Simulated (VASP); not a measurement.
Crystal: CoO.

```
CELL_PARAMETERS angstrom
0.00000 2.13153 2.13153
2.13153 0.00000 2.13153
2.13153 2.13153 0.00000
ATOMIC_POSITIONS crystal
Co 0.00000 0.00000 0.00000
O 0.50000 0.50000 0.50000
```

This cell differs from its parent crystal: volume scaled by 0.96.

Base run:

```yaml
Program: VASP 6.6.1
Functional: RPBE
Dispersion: D4
Potentials_or_basis: VASP PAW PBE potentials, release 64 (Co, O)
Cutoff: 520 eV
k_mesh: 10 × 10 × 10
Occupations: gaussian, width 0.05 eV
Spin: collinear spin, ferromagnetic start
Starting_moments: "[2.87, 0.25] μB"
Hubbard_terms: Co d U = 3.3 eV
```

Its results: band gap on the k mesh zero (filled and empty bands overlap); pressure -2.8 GPa; net moment 3.00 μB per cell; site moments Co +2.74; O +0.26 μB.

Question: The run is repeated on the same cell with these changes: potentials or basis from VASP PAW PBE potentials, release 64 (Co, O) to VASP PAW PBE potentials, release 64 (Co_sv, O); cutoff from 520 eV to 600 eV; further incar settings from ALGO = Normal; EDIFF = 1e-07; NBANDS = 18 to ALGO = Normal; EDIFF = 1e-06; NBANDS = 22; valence electrons from 15 to 23. What comes out?

Answer: Band gap on the k mesh zero (filled and empty bands overlap); pressure -3.8 GPa; net moment 3.00 μB per cell; site moments Co +2.70; O +0.25 μB.

Caveats: the PAW data sets were made with another functional, which shifts forces and pressure a little; a cell with one magnetic atom can't hold antiferromagnetic order, which such compounds often take; pairwise dispersion overbinds metals, which lowers pressure and volume.
